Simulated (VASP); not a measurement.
A run of VASP 6.6.1 is set up as follows.

INCAR

```
SYSTEM = Pt
PREC = Accurate
ENCUT = 520
EDIFF = 1E-6
ISMEAR = -1
SIGMA = 1.0
LREAL = .FALSE.
LASPH = .TRUE.
NELM = 100
ALGO = Normal
ISIF = 2
LWAVE = .FALSE.
LCHARG = .FALSE.
NBANDS = 11
```

The input KPOINTS:

```
regular mesh
0
G
  14 14 14
  0 0 0
```

File POSCAR:

```
Pt
1.0
    0.0000000000      1.9474302061      1.9474302061
    1.9474302061      0.0000000000      1.9474302061
    1.9474302061      1.9474302061      0.0000000000
Pt
1
Direct
    0.0000000000      0.0000000000      0.0000000000
```

Potentials or basis: VASP PAW LDA potentials, release 64 (Pt).

Run with:

```console
$ cat potpaw_LDA.64/Pt/POTCAR > POTCAR
$ mpirun -np 1 vasp_std > vasp.out
```

Question: What does it give for the band gap on the k mesh?

Answer: Zero (band 5 reaches 12.09 eV, above the bottom of band 6 at 9.74 eV).

Question: Estimate the pressure.

Answer: 16.6 GPa.

Caveat: spin-orbit coupling is left out, which moves the levels of the heavy elements.
